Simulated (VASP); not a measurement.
# C (Fmmm) in VASP: further runs, part 2 of 3

VASP 6.6.1. The steps go on from the part before.

## 3. Single point, r2SCAN (strain +0.1125 x Voigt [1, 1, 0, 0, 0, 0])

POSCAR

```
C
1.0
    0.0000000000      2.3662875000      3.3480000000
    1.3661500000      0.0000000000      3.3480000000
    1.3661500000      2.3662875000      0.0000000000
C
2
Direct
    0.1666700000      0.8333300000      0.1666700000
    0.8333300000      0.1666700000      0.8333300000
```

INCAR.step1

```
SYSTEM = C
PREC = Accurate
ENCUT = 520
ISMEAR = 0
SIGMA = 0.05
LREAL = .FALSE.
LASPH = .TRUE.
NELM = 60
NBANDS = 11
GGA = PE
ALGO = Normal
EDIFF = 1E-4
LWAVE = .TRUE.
LCHARG = .FALSE.
```

INCAR.step2

```
SYSTEM = C
PREC = Accurate
ENCUT = 520
EDIFF = 1E-7
ISMEAR = 0
SIGMA = 0.05
LREAL = .FALSE.
LASPH = .TRUE.
NELM = 60
ALGO = Normal
ISIF = 2
LWAVE = .FALSE.
LCHARG = .TRUE.
METAGGA = R2SCAN
LMIXTAU = .TRUE.
LELF = .TRUE.
LVHAR = .TRUE.
NBANDS = 11
ISTART = 1
```

KPOINTS

```
regular mesh
0
G
  14 14 14
  0 0 0
```

Potentials or basis: VASP PAW PBE potentials, release 64 (C).

Run with:

```
> cat potpaw_PBE.64/C/POTCAR > POTCAR
> cp INCAR.step1 INCAR
> mpirun -np 1 vasp_std > vasp.out
> cp INCAR.step2 INCAR
> mpirun -np 1 vasp_std > vasp.out
```

OUTCAR:

```text
SYSTEM = C
   PREC = Accurate
   ENCUT = 520
   EDIFF = 1E-7
   ISMEAR = 0
   LREAL = .FALSE.
   LASPH = .TRUE.
   NELM = 60
   ISIF = 2
   METAGGA = R2SCAN
   ISTART = 1

 ion  position               nearest neighbor table
   1  0.167  0.833  0.167-   2 1.58   2 1.58   2 1.58
   2  0.833  0.167  0.833-   1 1.58   1 1.58   1 1.58

  LATTYP: Found a face centered orthorhombic cell.
 ALAT       =     2.7323000000
 B/A-ratio  =     1.7320846906
 C/A-ratio  =     2.4506825751

  Lattice vectors:

 A1 = (   0.0000000000,   2.3662875000,   3.3480000000)
 A2 = (   1.3661500000,   0.0000000000,   3.3480000000)
 A3 = (   1.3661500000,   2.3662875000,   0.0000000000)

Analysis of symmetry for initial positions (statically):
=====================================================================
 Subroutine PRICEL returns:
 Original cell was already a primitive cell.

 Routine SETGRP: Setting up the symmetry group for a
 face centered orthorhombic supercell.

 Subroutine GETGRP returns: Found  8 space group operations
 (whereof  8 operations were pure point group operations)
 out of a pool of  8 trial point group operations.

The static configuration has the point symmetry D_2h.

Analysis of symmetry for dynamics (positions and initial velocities):
=====================================================================
 Subroutine PRICEL returns:
 Original cell was already a primitive cell.

 Routine SETGRP: Setting up the symmetry group for a
 face centered orthorhombic supercell.

 Subroutine GETGRP returns: Found  8 space group operations
 (whereof  8 operations were pure point group operations)
 out of a pool of  8 trial point group operations.

The dynamic configuration has the point symmetry D_2h.

 Subroutine INISYM returns: Found  8 space group operations
 (whereof  8 operations are pure point group operations),
 and found     1 'primitive' translations

----------------------------------------------------------------------------------------

                                     Primitive cell

  volume of cell :      21.6462

  direct lattice vectors                    reciprocal lattice vectors
     0.000000000  2.366287500  3.348000000    -0.365992021  0.211301459  0.149342891
     1.366150000  0.000000000  3.348000000     0.365992021 -0.211301459  0.149342891
     1.366150000  2.366287500  0.000000000     0.365992021  0.211301459 -0.149342891

  length of vectors
     4.099807378  3.616001911  2.732340088     0.448220666  0.448220666  0.448220666

  position of ions in fractional coordinates (direct lattice)
     0.166670000  0.833330000  0.166670000
     0.833330000  0.166670000  0.833330000

  ion indices of the primitive-cell ions
   primitive index   ion index
                 1           1
                 2           2

----------------------------------------------------------------------------------------

 KPOINTS: regular mesh

Automatic generation of k-mesh.
 Grid dimensions read from file:
 generate k-points for:   14   14   14

[... 22 lines left out ...]
  0.142857  0.000000 -0.000000      8.000000
  0.214286 -0.000000 -0.000000      8.000000
  0.285714  0.000000  0.000000      8.000000
  0.357143  0.000000  0.000000      8.000000
[... 16 lines left out ...]
  0.214286  0.142857 -0.000000      8.000000
  0.285714  0.142857  0.000000      8.000000
 [... further k-points ...]
   k-points           NKPTS =    428   k-points in BZ     NKDIM =    428   number of bands    NBANDS=     11
   number of dos      NEDOS =    301   number of ions     NIONS =      2
   total plane-waves  NPLWV =  16800
   dimension x,y,z NGX =    30 NGY =   28 NGZ =   20
   dimension x,y,z NGXF=    60 NGYF=   56 NGZF=   40
   ions per type =               2
   NGX,Y,Z   is equivalent  to a cutoff of  12.16, 12.87, 12.17 a.u.
   NGXF,Y,Z  is equivalent  to a cutoff of  24.33, 25.75, 24.34 a.u.
 SYSTEM =  C
   PREC   = accura    normal or accurate (medium, high low for compatibility)
   ISTART =      1    job   : 0-new  1-cont  2-samecut
   ICHARG =      0    charge: 1-file 2-atom 10-const
   ISPIN  =      1    spin polarized calculation?
   LNONCOLLINEAR =      F non collinear calculations
   LSORBIT =      F    spin-orbit coupling
   LASPH  =      T    aspherical Exc in radial PAW
   ENCUT  =  520.0 eV  38.22 Ry    6.18 a.u.   7.62  6.72  5.08*2*pi/ulx,y,z
   NELM   =     60;   NELMIN=  2; NELMDL=  0     # of ELM steps
   EDIFF  = 0.1E-06   stopping-criterion for ELM
   LREAL  =      F    real-space projection
   EDIFFG = 0.1E-05   stopping-criterion for IOM
   NSW    =      0    number of steps for IOM
   IBRION =     -1    ionic relax: 0-MD 1-quasi-New 2-CG
   NFREE  =      0    steps in history (QN), initial steepest desc. (CG)
   ISIF   =      2    stress and relaxation
   ISYM   =      2    0-nonsym 1-usesym 2-fastsym
   POTIM  = 0.5000    time-step for ionic-motion
   TEBEG  =    0.0;   TEEND  =   0.0 temperature during run
   PSTRESS=    0.0 pullay stress
   NELECT =       8.0000    total number of electrons
   NUPDOWN=      -1.0000    fix difference up-down
   EMIN   =  10.00;   EMAX   =-10.00  energy-range for DOS
   EFERMI =   0.00;   METHOD = LEGACY
   ISMEAR =     0;   SIGMA  =   0.05  broadening in eV -4-tet -1-fermi 0-gaus
   EFERMI_NEDOS =   21; number of points for ismear=-14 and -15
   IALGO  =     38    algorithm
   IMIX   =      4    mixing-type and parameters
     AMIX     =   0.40;   BMIX     =  1.00
     AMIX_MAG =   1.60;   BMIX_MAG =  1.00
  volume/ion in A,a.u.               =      10.82        73.04
  Fermi-wavevector in a.u.,A,eV,Ry     =   1.174837  2.220121 18.779341  1.380243
  Thomas-Fermi vector in A             =   2.311228
   LORBIT       =      0    0 simple, 1 ext, 2 COOP (PROOUT), +10 PAW based schemes
   METAGGA = R2SCAN    functional components
   LHFCALC =     F    Hartree Fock is set to
   AEXX    =    0.0000 exact exchange contribution
   IVDW    =     0    specifies the selected vdW correction
   LEPSILON=     F    determine dielectric tensor
   LRPA    =     F    only Hartree local field effects (RPA)
 non-spin polarized calculation
 Gauss-broadening in eV      SIGMA  =   0.05
  energy-cutoff  :      520.00
  volume of cell :       21.65
 maximum number of plane-waves:       599
   NGX = 15   NGY = 13   NGZ = 11

 number of electron       8.0000000 magnetization

 Free energy of the ion-electron system (eV)
  ---------------------------------------------------
  ext. energy  EPLUGINS =         0.00000000
  ---------------------------------------------------
  free energy    TOTEN  =       -18.53829582 eV

  energy without entropy =      -18.53816514  energy(sigma->0) =      -18.53823048

 E-fermi :   3.2246     XC(G=0): -10.4311

 val. band max:        3.1780251878   @ k =   0.4286  -0.2143   0.3571
 cond. band min:       3.2667354056   @ k =  -0.1429   0.2143   0.2857
 fundamental gap:      0.0887102178
 Fermi energy:         3.2245953342

 k-point     1 :       0.0000    0.0000    0.0000
  band No.  band energies     occupation
      1     -15.5597      2.00000
      2      -1.9677      2.00000
      3      -0.2711      2.00000
      4      -0.2242      2.00000
      5       8.5990      0.00000
      6       9.4427      0.00000
      7       9.7841      0.00000
      8       9.8417      0.00000
      9      11.6497      0.00000
     10      23.0444      0.00000
     11      26.5653      0.00000
[... 309 lines left out ...]
 k-point    24 :       0.2857    0.1429    0.0000
  band No.  band energies     occupation
      1     -15.0085      2.00000
      2      -2.4988      2.00000
      3      -1.9874      2.00000
      4      -0.9404      2.00000
      5       9.1820      0.00000
      6      10.5307      0.00000
      7      11.1655      0.00000
      8      11.2617      0.00000
      9      11.3347      0.00000
     10      23.0214      0.00000
     11      24.6109      0.00000

 [... further k-points ...]

------------------------ aborting loop because EDIFF is reached ----------------------------------------

  FORCE on cell =-STRESS in cart. coord.  units (eV):
  Direction    XX          YY          ZZ          XY          YZ          ZX
  --------------------------------------------------------------------------------------
  -------------------------------------------------------------------------------------
  Total      -11.4358004    -11.4782377      0.3164938      0.0000000      0.0000000      0.0000000
  in kB     -846.4392766   -849.5803453     23.4258041      0.0000000      0.0000000      0.0000000
  external PRESSURE =    -557.5312726 kB  Pullay stress =       0.0000000 kB

 VOLUME and BASIS-vectors are now :
 -----------------------------------------------------------------------------
  energy-cutoff  :      520.00
  volume of cell :       21.65
      direct lattice vectors                 reciprocal lattice vectors
     0.000000000  2.366287500  3.348000000    -0.365992021  0.211301459  0.149342891
     1.366150000  0.000000000  3.348000000     0.365992021 -0.211301459  0.149342891
     1.366150000  2.366287500  0.000000000     0.365992021  0.211301459 -0.149342891

 POSITION                                       TOTAL-FORCE (eV/Angst)
 -----------------------------------------------------------------------------------
      1.36615      0.78878      3.34800         0.000000      0.021932      0.000000
      1.36615      3.94380      3.34800         0.000000     -0.021932      0.000000
 -----------------------------------------------------------------------------------
    total drift:                               -0.000000     -0.000000     -0.000000

  FREE ENERGIE OF THE ION-ELECTRON SYSTEM (eV)
  ---------------------------------------------------
  free  energy   TOTEN  =       -18.5382958177 eV

  energy  without entropy=      -18.5381651375  energy(sigma->0) =      -18.53823048
```

It took 3.6 min on 1 thread of Intel Xeon 6975P-C (Granite Rapids), shared host; peak memory 0.2 GiB.

Results:

```yaml
Free_energy: -18.5383 eV
Pressure: -55.8 GPa
Largest_force: 0.022 eV/Å
Band_gap_on_the_k_mesh: zero (band 4 reaches 3.27 eV, above the bottom of band 5 at 3.27 eV)
```

Forces in eV/Å, atoms in the order of the input:
```
C    0.000  0.022  0.000
C    0.000 -0.022  0.000
```

Stress tensor (GPa, compression positive):
```
-84.64   0.00   0.00
  0.00 -84.96   0.00
  0.00   0.00   2.34
```

Caveat: the cell differs from its parent crystal (strain +0.1125 x Voigt [1, 1, 0, 0, 0, 0]); the PAW data sets were made with another functional, which shifts forces and pressure a little.

## 4. Single point, r2SCAN (strain +0.1312 x Voigt [1, 1, 0, 0, 0, 0])

POSCAR

```
C
1.0
    0.0000000000      2.4060624000      3.3480000000
    1.3891136000      0.0000000000      3.3480000000
    1.3891136000      2.4060624000      0.0000000000
C
2
Direct
    0.1666700000      0.8333300000      0.1666700000
    0.8333300000      0.1666700000      0.8333300000
```

INCAR.step1

```
PREC = Accurate
ENCUT = 520
ISMEAR = 0
SIGMA = 0.05
LREAL = False
LASPH = True
NELM = 80
NBANDS = 11
GGA = PE
ALGO = Normal
EDIFF = 1E-4
LWAVE = True
LCHARG = False
```

INCAR.step2

```
PREC = Accurate
ENCUT = 520
EDIFF = 1E-7
ISMEAR = 0
SIGMA = 0.05
LREAL = False
LASPH = True
NELM = 80
ALGO = Normal
ISIF = 2
LWAVE = False
LCHARG = False
METAGGA = R2SCAN
LMIXTAU = True
NBANDS = 11
ISTART = 1
```

KPOINTS

```
Automatic mesh
0
Gamma
  14 14 14
```

Potentials or basis: VASP PAW PBE potentials, release 64 (C).

Run with:

```
> cat potpaw_PBE.64/C/POTCAR > POTCAR
> cp INCAR.step1 INCAR
> mpirun -np 1 vasp_std > vasp.out
> cp INCAR.step2 INCAR
> mpirun -np 1 vasp_std > vasp.out
```

OUTCAR:

```text
PREC = Accurate
   ENCUT = 520
   EDIFF = 1E-7
   ISMEAR = 0
   LREAL = False
   LASPH = True
   NELM = 80
   ISIF = 2
   METAGGA = R2SCAN
   ISTART = 1

 ion  position               nearest neighbor table
   1  0.167  0.833  0.167-   2 1.60   2 1.60   2 1.60
   2  0.833  0.167  0.833-   1 1.60   1 1.60   1 1.60

  LATTYP: Found a face centered orthorhombic cell.
 ALAT       =     2.7782272000
 B/A-ratio  =     1.7320846906
 C/A-ratio  =     2.4101700538

  Lattice vectors:

 A1 = (   0.0000000000,   2.4060624000,   3.3480000000)
 A2 = (   1.3891136000,   0.0000000000,   3.3480000000)
 A3 = (   1.3891136000,   2.4060624000,   0.0000000000)

Analysis of symmetry for initial positions (statically):
=====================================================================
 Subroutine PRICEL returns:
 Original cell was already a primitive cell.

 Routine SETGRP: Setting up the symmetry group for a
 face centered orthorhombic supercell.

 Subroutine GETGRP returns: Found  8 space group operations
 (whereof  8 operations were pure point group operations)
 out of a pool of  8 trial point group operations.

The static configuration has the point symmetry D_2h.

Analysis of symmetry for dynamics (positions and initial velocities):
=====================================================================
 Subroutine PRICEL returns:
 Original cell was already a primitive cell.

 Routine SETGRP: Setting up the symmetry group for a
 face centered orthorhombic supercell.

 Subroutine GETGRP returns: Found  8 space group operations
 (whereof  8 operations were pure point group operations)
 out of a pool of  8 trial point group operations.

The dynamic configuration has the point symmetry D_2h.

 Subroutine INISYM returns: Found  8 space group operations
 (whereof  8 operations are pure point group operations),
 and found     1 'primitive' translations

[... 119 lines left out ...]
   METAGGA = R2SCAN    functional components
   LHFCALC =     F    Hartree Fock is set to
   AEXX    =    0.0000 exact exchange contribution
   IVDW    =     0    specifies the selected vdW correction
   LEPSILON=     F    determine dielectric tensor
   LRPA    =     F    only Hartree local field effects (RPA)
 non-spin polarized calculation
 Gauss-broadening in eV      SIGMA  =   0.05
  energy-cutoff  :      520.00
  volume of cell :       22.38
 maximum number of plane-waves:       616
   NGX = 15   NGY = 13   NGZ = 11

 number of electron       8.0000000 magnetization

 Free energy of the ion-electron system (eV)
  ---------------------------------------------------
  ext. energy  EPLUGINS =         0.00000000
  ---------------------------------------------------
  free energy    TOTEN  =       -18.13631194 eV

  energy without entropy =      -18.13611370  energy(sigma->0) =      -18.13621282

 E-fermi :   2.9554     XC(G=0): -10.3169

 val. band max:        2.9502549751   @ k =   0.4286  -0.2143   0.3571
 cond. band min:       2.9851051362   @ k =   0.5000  -0.1429   0.3571
 fundamental gap:      0.0348501611
 Fermi energy:         2.9554388989

 k-point     1 :       0.0000    0.0000    0.0000
  band No.  band energies     occupation
      1     -15.4552      2.00000
      2      -1.9352      2.00000
      3      -0.5055      2.00000
      4      -0.4552      2.00000
      5       8.3122      0.00000
      6       8.5099      0.00000
      7       9.2326      0.00000
      8       9.3263      0.00000
      9      10.8973      0.00000
     10      22.2674      0.00000
     11      25.7124      0.00000
[... 309 lines left out ...]
 k-point    24 :       0.2857    0.1429   -0.0000
  band No.  band energies     occupation
      1     -14.9151      2.00000
      2      -2.4993      2.00000
      3      -2.2124      2.00000
      4      -1.1391      2.00000
      5       8.4096      0.00000
      6       9.8540      0.00000
      7      10.4386      0.00000
      8      10.6802      0.00000
      9      11.0510      0.00000
     10      22.2605      0.00000
     11      23.8994      0.00000

 [... further k-points ...]

------------------------ aborting loop because EDIFF is reached ----------------------------------------

  FORCE on cell =-STRESS in cart. coord.  units (eV):
  Direction    XX          YY          ZZ          XY          YZ          ZX
  --------------------------------------------------------------------------------------
  -------------------------------------------------------------------------------------
  Total      -12.6271332    -12.6926549      0.3235011      0.0000000      0.0000000      0.0000000
  in kB     -903.9725639   -908.6632411     23.1593409      0.0000000      0.0000000      0.0000000
  external PRESSURE =    -596.4921547 kB  Pullay stress =       0.0000000 kB

 VOLUME and BASIS-vectors are now :
 -----------------------------------------------------------------------------
  energy-cutoff  :      520.00
  volume of cell :       22.38
      direct lattice vectors                 reciprocal lattice vectors
     0.000000000  2.406062400  3.348000000    -0.359941764  0.207808409  0.149342891
     1.389113600  0.000000000  3.348000000     0.359941764 -0.207808409  0.149342891
     1.389113600  2.406062400  0.000000000     0.359941764  0.207808409 -0.149342891

 POSITION                                       TOTAL-FORCE (eV/Angst)
 -----------------------------------------------------------------------------------
      1.38911      0.80204      3.34800         0.000000      0.012960      0.000000
      1.38911      4.01009      3.34800         0.000000     -0.012960      0.000000
 -----------------------------------------------------------------------------------
    total drift:                               -0.000000     -0.000000      0.000000

  FREE ENERGIE OF THE ION-ELECTRON SYSTEM (eV)
  ---------------------------------------------------
  free  energy   TOTEN  =       -18.1363119399 eV

  energy  without entropy=      -18.1361137019  energy(sigma->0) =      -18.13621282
```

OSZICAR.step1:

```text
N       E                     dE             d eps       ncg     rms          rms(c)
DAV:   1     0.159468784226E+01    0.15947E+01   -0.38606E+03  9536   0.631E+02
DAV:   2    -0.165892317141E+02   -0.18184E+02   -0.17268E+02 12690   0.107E+02
DAV:   3    -0.171251621107E+02   -0.53593E+00   -0.53421E+00 11675   0.151E+01
DAV:   4    -0.171276310512E+02   -0.24689E-02   -0.24687E-02 10599   0.126E+00
DAV:   5    -0.171276410540E+02   -0.10003E-04   -0.10003E-04 11399   0.769E-02    0.386E+00
DAV:   6    -0.169063544173E+02    0.22129E+00   -0.16289E-01 10646   0.233E+00    0.229E+00
DAV:   7    -0.168323821442E+02    0.73972E-01   -0.21790E-01 11057   0.269E+00    0.447E-01
DAV:   8    -0.168333828613E+02   -0.10007E-02   -0.56818E-03 10259   0.472E-01    0.419E-02
DAV:   9    -0.168334181113E+02   -0.35250E-04   -0.12099E-04 11228   0.761E-02
   1 F= -.16833418E+02 E0= -.16833316E+02  d E =-.204353E-03
```

Wall time 2.9 min (1 thread of Intel Xeon 6975P-C (Granite Rapids), shared host); peak memory 0.21 GiB.

Results:

```
Free energy   : -18.1363 eV
Pressure      : -59.6 GPa
Largest force : 0.013 eV/Å
```

Forces on the atoms (eV/Å):
```
C    0.000  0.013  0.000
C    0.000 -0.013  0.000
```

Stress tensor (GPa, compression positive):
```
-90.40   0.00   0.00
  0.00 -90.87   0.00
  0.00   0.00   2.32
```

Caveat: the cell differs from its parent crystal (strain +0.1312 x Voigt [1, 1, 0, 0, 0, 0]); the PAW data sets were made with another functional, which shifts forces and pressure a little.

(Part 2 of 3 ends here.)
